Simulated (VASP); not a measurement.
# MnO2 (P4_2/mnm) in VASP: relaxation of cell and atoms with PBE

Aim: the relaxation of cell and atoms of MnO2 with PBE.

Program: VASP 6.6.1. These are calculated values, not measurements. Logs are shortened: lines on timing, memory, paths and dates and some standing lists are left out, and cuts for length are marked.

## Step 1: The cell of the first run

Symmetry: P4_2/mnm, No. 136, tetragonal system. The conventional cell has a = 4.400 Å, b = 4.400 Å, c = 2.867 Å, α = 90.00°, β = 90.00°, γ = 90.00°. Within 2.5 Å of Mn (site symmetry mmm) lie 6 O at 1.88 to 1.90 Å. Within 2.5 Å of O (site symmetry m2m) lie 3 Mn at 1.88 to 1.90 Å and 1 O at 2.43 Å.

## Step 2: Relaxation of cell and atoms, PBE, collinear spin, antiferromagnetic start

INCAR reads:

```
SYSTEM = MnO2
ALGO = Normal
EDIFF = 1E-6
EDIFFG = -0.04
ENCUT = 600
GGA = PE
IBRION = 2
ISIF = 3
ISMEAR = 0
ISPIN = 2
LASPH = .TRUE.
LCHARG = .FALSE.
LMAXMIX = 4
LORBIT = 11
LREAL = .FALSE.
LWAVE = .FALSE.
MAGMOM = 2.44 -2.44 0 0 0 0
NELM = 150
NSW = 60
PREC = Accurate
SIGMA = 0.1
```

KPOINTS reads:

```
k-points
0
G
  4 4 6
  0 0 0
```

POSCAR reads:

```
MnO2
1.0
    4.4004180000      0.0000000000      0.0000000000
    0.0000000000      4.4004180000      0.0000000000
    0.0000000000      0.0000000000      2.8670780000
Mn O
2 4
Direct
    0.0000000000      0.0000000000      0.0000000000
    0.5000000000      0.5000000000      0.5000000000
    0.3049160000      0.3049160000      0.0000000000
    0.1950840000      0.8049160000      0.5000000000
    0.6950840000      0.6950840000      0.0000000000
    0.8049160000      0.1950840000      0.5000000000
```

Potentials or basis: VASP PAW PBE potentials, release 64 (Mn_pv, O).

Launch:

```
cat potpaw_PBE.64/Mn_pv/POTCAR potpaw_PBE.64/O/POTCAR > POTCAR
mpirun -np 1 vasp_std > vasp.out
```

OUTCAR:

```text
SYSTEM = MnO2
   EDIFF = 1E-6
   EDIFFG = -0.04
   ENCUT = 600
   GGA = PE
   IBRION = 2
   ISIF = 3
   ISMEAR = 0
   ISPIN = 2
   LASPH = .TRUE.
   LORBIT = 11
   LREAL = .FALSE.
   NELM = 150
   NSW = 60
   PREC = Accurate

 ion  position               nearest neighbor table
   1  0.000  0.000  0.000-   4 1.88   6 1.88   4 1.88   6 1.88   5 1.90   3 1.90
   2  0.500  0.500  0.500-   3 1.88   5 1.88   3 1.88   5 1.88   4 1.90   6 1.90
   3  0.305  0.305  0.000-   2 1.88   2 1.88   1 1.90
   4  0.195  0.805  0.500-   1 1.88   1 1.88   2 1.90
   5  0.695  0.695  0.000-   2 1.88   2 1.88   1 1.90
   6  0.805  0.195  0.500-   1 1.88   1 1.88   2 1.90

  LATTYP: Found a simple tetragonal cell.
 ALAT       =     4.4004180000
 C/A-ratio  =     0.6515467394

  Lattice vectors:

 A1 = (   4.4004180000,   0.0000000000,   0.0000000000)
 A2 = (   0.0000000000,   4.4004180000,   0.0000000000)
 A3 = (   0.0000000000,   0.0000000000,   2.8670780000)

Analysis of symmetry for initial positions (statically):
=====================================================================
 Subroutine PRICEL returns:
 Original cell was already a primitive cell.

 Routine SETGRP: Setting up the symmetry group for a
 simple tetragonal supercell.

 Subroutine GETGRP returns: Found 16 space group operations
 (whereof  8 operations were pure point group operations)
 out of a pool of 16 trial point group operations.

The static configuration has the point symmetry D_2h.
 The point group associated with its full space group is D_4h.

Analysis of symmetry for dynamics (positions and initial velocities):
=====================================================================
 Subroutine PRICEL returns:
 Original cell was already a primitive cell.

 Routine SETGRP: Setting up the symmetry group for a
 simple tetragonal supercell.

 Subroutine GETGRP returns: Found 16 space group operations
 (whereof  8 operations were pure point group operations)
 out of a pool of 16 trial point group operations.

The dynamic configuration has the point symmetry D_2h.
 The point group associated with its full space group is D_4h.

Analysis of structural, dynamic, and magnetic symmetry:
=====================================================================
 Subroutine PRICEL returns:
 Original cell was already a primitive cell.

 Routine SETGRP: Setting up the symmetry group for a
 simple tetragonal supercell.

 Subroutine GETGRP returns: Found 16 space group operations
 (whereof  8 operations were pure point group operations)
 out of a pool of 16 trial point group operations.

The overall configuration has the point symmetry D_2h.
 The point group associated with its full space group is D_4h.

 Subroutine INISYM returns: Found 16 space group operations
 (whereof  8 operations are pure point group operations),
 and found     1 'primitive' translations

----------------------------------------------------------------------------------------

                                     Primitive cell

  volume of cell :      55.5172

  direct lattice vectors                    reciprocal lattice vectors
     4.400418000  0.000000000  0.000000000     0.227251138  0.000000000  0.000000000
     0.000000000  4.400418000  0.000000000     0.000000000  0.227251138  0.000000000
     0.000000000  0.000000000  2.867078000     0.000000000  0.000000000  0.348787162

  length of vectors
     4.400418000  4.400418000  2.867078000     0.227251138  0.227251138  0.348787162

  position of ions in fractional coordinates (direct lattice)
     0.000000000  0.000000000  0.000000000
     0.500000000  0.500000000  0.500000000
     0.304916000  0.304916000  0.000000000
     0.195084000  0.804916000  0.500000000
     0.695084000  0.695084000  0.000000000
     0.804916000  0.195084000  0.500000000

  ion indices of the primitive-cell ions
   primitive index   ion index
                 1           1
                 2           2
                 3           3
                 4           4
                 5           5
                 6           6

----------------------------------------------------------------------------------------

 KPOINTS: k-points

Automatic generation of k-mesh.
 Grid dimensions read from file:
 generate k-points for:    4    4    6

 Generating k-lattice:

  Cartesian coordinates                     Fractional coordinates (reciprocal lattice)
     0.056812785  0.000000000  0.000000000     0.250000000  0.000000000  0.000000000
     0.000000000  0.056812785  0.000000000     0.000000000  0.250000000  0.000000000
     0.000000000  0.000000000  0.058131194     0.000000000  0.000000000  0.166666667

  Length of vectors
     0.056812785  0.056812785  0.058131194

  Shift w.r.t. Gamma in fractional coordinates (k-lattice)
     0.000000000  0.000000000  0.000000000

 Subroutine IBZKPT returns following result:
 ===========================================

 Found     24 irreducible k-points:

 Following reciprocal coordinates:
            Coordinates               Weight
  0.000000  0.000000  0.000000      1.000000
  0.250000  0.000000  0.000000      4.000000
  0.500000  0.000000  0.000000      2.000000
  0.250000  0.250000  0.000000      4.000000
  0.500000  0.250000  0.000000      4.000000
  0.500000  0.500000  0.000000      1.000000
[... 16 lines left out ...]
  0.500000  0.250000  0.500000      4.000000
  0.500000  0.500000  0.500000      1.000000
   k-points           NKPTS =     24   k-points in BZ     NKDIM =     24   number of bands    NBANDS=     30
   number of dos      NEDOS =    301   number of ions     NIONS =      6
   total plane-waves  NPLWV =  31104
   dimension x,y,z NGX =    36 NGY =   36 NGZ =   24
   dimension x,y,z NGXF=    72 NGYF=   72 NGZF=   48
   ions per type =               2   4
   NGX,Y,Z   is equivalent  to a cutoff of  13.60, 13.60, 13.92 a.u.
   NGXF,Y,Z  is equivalent  to a cutoff of  27.20, 27.20, 27.83 a.u.
 SYSTEM =  MnO2
   PREC   = accura    normal or accurate (medium, high low for compatibility)
   ISTART =      0    job   : 0-new  1-cont  2-samecut
   ICHARG =      2    charge: 1-file 2-atom 10-const
   ISPIN  =      2    spin polarized calculation?
   LNONCOLLINEAR =      F non collinear calculations
   LSORBIT =      F    spin-orbit coupling
   LASPH  =      T    aspherical Exc in radial PAW
   ENCUT  =  600.0 eV  44.10 Ry    6.64 a.u.   8.79  8.79  5.73*2*pi/ulx,y,z
   NELM   =    150;   NELMIN=  2; NELMDL= -5     # of ELM steps
   EDIFF  = 0.1E-05   stopping-criterion for ELM
   LREAL  =      F    real-space projection
   EDIFFG = -.4E-01   stopping-criterion for IOM
   NSW    =     60    number of steps for IOM
   IBRION =      2    ionic relax: 0-MD 1-quasi-New 2-CG
   NFREE  =      1    steps in history (QN), initial steepest desc. (CG)
   ISIF   =      3    stress and relaxation
   ISYM   =      2    0-nonsym 1-usesym 2-fastsym
   POTIM  = 0.5000    time-step for ionic-motion
   TEBEG  =    0.0;   TEEND  =   0.0 temperature during run
   PSTRESS=    0.0 pullay stress
   NELECT =      50.0000    total number of electrons
   NUPDOWN=      -1.0000    fix difference up-down
   EMIN   =  10.00;   EMAX   =-10.00  energy-range for DOS
   EFERMI =   0.00;   METHOD = LEGACY
   ISMEAR =     0;   SIGMA  =   0.10  broadening in eV -4-tet -1-fermi 0-gaus
   EFERMI_NEDOS =   21; number of points for ismear=-14 and -15
   IALGO  =     38    algorithm
   IMIX   =      4    mixing-type and parameters
     AMIX     =   0.40;   BMIX     =  1.00
     AMIX_MAG =   1.60;   BMIX_MAG =  1.00
  volume/ion in A,a.u.               =       9.25        62.44
  Fermi-wavevector in a.u.,A,eV,Ry     =   1.580965  2.987591 34.007105  2.499452
  Thomas-Fermi vector in A             =   2.681113
   LORBIT       =     11    0 simple, 1 ext, 2 COOP (PROOUT), +10 PAW based schemes
   GGA     = PE    functional components
   LHFCALC =     F    Hartree Fock is set to
   AEXX    =    0.0000 exact exchange contribution
   IVDW    =     0    specifies the selected vdW correction
   LEPSILON=     F    determine dielectric tensor
   LRPA    =     F    only Hartree local field effects (RPA)
 conjugate gradient relaxation of ions
 spin polarized calculation
 Gauss-broadening in eV      SIGMA  =   0.10
  energy-cutoff  :      600.00
  volume of cell :       55.52
 maximum number of plane-waves:      1883
 NGX is ok and might be reduce to    36
   NGX = 17   NGY = 17   NGZ = 11

--------------------------------------- Ionic step        1  -------------------------------------------

 number of electron      49.9999968 magnetization      -0.0000000

 number of electron      49.9999968 magnetization       0.0000000

 Free energy of the ion-electron system (eV)
  ---------------------------------------------------
  ext. energy  EPLUGINS =         0.00000000
  ---------------------------------------------------
  free energy    TOTEN  =       -47.91899003 eV

  energy without entropy =      -47.91320635  energy(sigma->0) =      -47.91609819

------------------------ aborting loop because EDIFF is reached ----------------------------------------

  FORCE on cell =-STRESS in cart. coord.  units (eV):
  Direction    XX          YY          ZZ          XY          YZ          ZX
  --------------------------------------------------------------------------------------
  -------------------------------------------------------------------------------------
  Total        1.2917073      1.2917073      1.2847629      0.0000000      0.0000000      0.0000000
  in kB       37.2775466     37.2775466     37.0771378      0.0000000      0.0000000      0.0000000
  external PRESSURE =      37.2107436 kB  Pullay stress =       0.0000000 kB
[... 69 lines left out ...]
--------------------------------------- Ionic step        3  -------------------------------------------

 number of electron      49.9999972 magnetization      -0.0000000

 number of electron      49.9999972 magnetization       0.0000000

 Free energy of the ion-electron system (eV)
  ---------------------------------------------------
  ext. energy  EPLUGINS =         0.00000000
  ---------------------------------------------------
  free energy    TOTEN  =       -47.92922278 eV

  energy without entropy =      -47.92371042  energy(sigma->0) =      -47.92646660

 E-fermi :   5.1712     XC(G=0): -11.9470

 val. band max:        5.1572921275   @ k =   0.5000   0.5000   0.1667
 cond. band min:       5.1865996199   @ k =   0.2500   0.2500   0.0000
 fundamental gap:      0.0293074924
 Fermi energy:         5.1711923610

 spin component 1

 k-point     1 :       0.0000    0.0000    0.0000
  band No.  band energies     occupation
      1     -45.4136      1.00000
      2     -45.3261      1.00000
      3     -45.2451      1.00000
      4     -42.5812      1.00000
      5     -42.5302      1.00000
      6     -42.5036      1.00000
[... 781 lines left out ...]
     29       7.0283      0.00000
     30       7.2848      0.00000
 Fermi energy:         5.1711923610

 spin component 2

 k-point     1 :       0.0000    0.0000    0.0000
  band No.  band energies     occupation
      1     -45.4136      1.00000
      2     -45.3261      1.00000
      3     -45.2451      1.00000
      4     -42.5812      1.00000
      5     -42.5302      1.00000
      6     -42.5036      1.00000
[... 814 lines left out ...]
  FREE ENERGIE OF THE ION-ELECTRON SYSTEM (eV)
  ---------------------------------------------------
  free  energy   TOTEN  =       -47.9292227801 eV

  energy  without entropy=      -47.9237104239  energy(sigma->0) =      -47.92646660

 reached required accuracy - stopping structural energy minimisation

 total charge

# of ion       s       p       d       tot
------------------------------------------
    1        0.347   6.453   4.900  11.700
    2        0.347   6.453   4.900  11.700
    3        1.566   3.453   0.000   5.019
    4        1.566   3.453   0.000   5.019
    5        1.566   3.453   0.000   5.019
    6        1.566   3.453   0.000   5.019
--------------------------------------------------
tot          6.956  26.718   9.799  43.474

 magnetization (x)

# of ion       s       p       d       tot
------------------------------------------
    1        0.013   0.021   2.489   2.523
    2       -0.013  -0.021  -2.489  -2.523
    3       -0.001  -0.045   0.000  -0.046
    4        0.001   0.045   0.000   0.046
    5       -0.001  -0.045   0.000  -0.046
    6        0.001   0.045   0.000   0.046
--------------------------------------------------
tot          0.000   0.000  -0.000  -0.000
```

It took 82 s on 1 thread of Intel Xeon 6975P-C (Granite Rapids), shared host; peak memory 0.24 GiB.

Results:

```
Free energy                                           : -47.9292 eV
Relaxed volume                                        : 9.39 Å³/atom
Relaxed cell                                          : a = 4.422 Å, b = 4.422 Å, c = 2.881 Å, α = 90.00°, β = 90.00°, γ = 90.00°
Space group after relaxing (to 0.05 Å)                : P4_2/mnm (No. 136)
Energy gained by relaxing                             : 1.7 meV/atom
Ionic steps                                           : 3
Pressure after relaxing                               : 0.1 GPa
Largest force after relaxing                          : 0.005 eV/Å
Band gap on the k mesh                                : zero (filled and empty bands overlap)
Net moment                                            : 0.00 μB per cell
Site moments                                          : Mn +2.52, -2.52; O -0.05, +0.05 μB
Valence electrons inside the program's atomic spheres : Mn 11.70; O 5.02
```

Forces in eV/Å, atoms in the order of the input:
```
Mn   0.000  0.000  0.000
Mn   0.000  0.000  0.000
O    0.004  0.004  0.000
O   -0.004  0.004  0.000
O   -0.004 -0.004  0.000
O    0.004 -0.004  0.000
```

Stress tensor (GPa, compression positive):
```
 0.42  0.00  0.00
 0.00  0.42  0.00
 0.00  0.00 -0.68
```

Step by step:
```tsv
step	energy change (eV)	largest force (eV/Å)	pressure (GPa)	volume (Å³)
1	0.0000	0.1556	3.72	55.52
2	0.0028	0.1719	-3.87	57.26
3	-0.0102	0.0052	0.05	56.32
```

Final structure:
```
CELL_PARAMETERS angstrom
4.42163 0.00000 0.00000
0.00000 4.42163 0.00000
0.00000 0.00000 2.88082
ATOMIC_POSITIONS crystal
Mn 0.00000 0.00000 0.00000
Mn 0.50000 0.50000 0.50000
O 0.30435 0.30435 0.00000
O 0.19565 0.80435 0.50000
O 0.69565 0.69565 0.00000
O 0.80435 0.19565 0.50000
```

Levels at points of the mesh, in eV from the Fermi level:
Spin up:
```tsv
k point	band 21	band 22	band 23	band 24	band 25	band 26	band 27	band 28	band 29	band 30
(0.00, 0.00, 0.00)	-1.59	-1.56	-1.08	-1.02	-0.40	-0.19	0.38	1.14	1.96	3.13
(0.50, 0.00, 0.00)	-1.90	-1.40	-1.39	-1.26	-0.52	0.84	1.17	1.78	2.36	2.58
(0.50, 0.50, 0.00)	-2.36	-2.23	-2.00	-1.98	-0.25	0.18	0.38	2.14	2.18	2.93
(0.00, 0.00, 0.50)	-2.86	-2.44	-2.01	-0.80	-0.03	1.15	1.31	1.49	1.84	2.08
(0.50, 0.00, 0.50)	-2.04	-1.80	-1.71	-1.61	-1.13	0.75	1.16	1.30	1.42	1.96
(0.50, 0.50, 0.50)	-2.07	-2.02	-1.47	-0.70	-0.61	1.01	1.20	1.53	1.86	2.11
```
Spin down:
| k point | band 21 | band 22 | band 23 | band 24 | band 25 | band 26 | band 27 | band 28 | band 29 | band 30 |
| --- | --- | --- | --- | --- | --- | --- | --- | --- | --- | --- |
| (0.00, 0.00, 0.00) | -1.59 | -1.56 | -1.08 | -1.02 | -0.40 | -0.19 | 0.38 | 1.14 | 1.96 | 3.13 |
| (0.50, 0.00, 0.00) | -1.90 | -1.40 | -1.39 | -1.26 | -0.52 | 0.84 | 1.17 | 1.78 | 2.36 | 2.58 |
| (0.50, 0.50, 0.00) | -2.36 | -2.23 | -2.00 | -1.98 | -0.25 | 0.18 | 0.38 | 2.14 | 2.18 | 2.93 |
| (0.00, 0.00, 0.50) | -2.86 | -2.44 | -2.01 | -0.80 | -0.03 | 1.15 | 1.31 | 1.49 | 1.84 | 2.08 |
| (0.50, 0.00, 0.50) | -2.04 | -1.80 | -1.71 | -1.61 | -1.13 | 0.75 | 1.16 | 1.30 | 1.42 | 1.96 |
| (0.50, 0.50, 0.50) | -2.07 | -2.02 | -1.47 | -0.70 | -0.61 | 1.01 | 1.20 | 1.53 | 1.86 | 2.11 |

Caveat: the k points lie up to 0.36 Å⁻¹ apart in the final cell; semilocal functionals often make such compounds metallic where correlation or magnetic order opens a gap, which also shifts bond lengths.
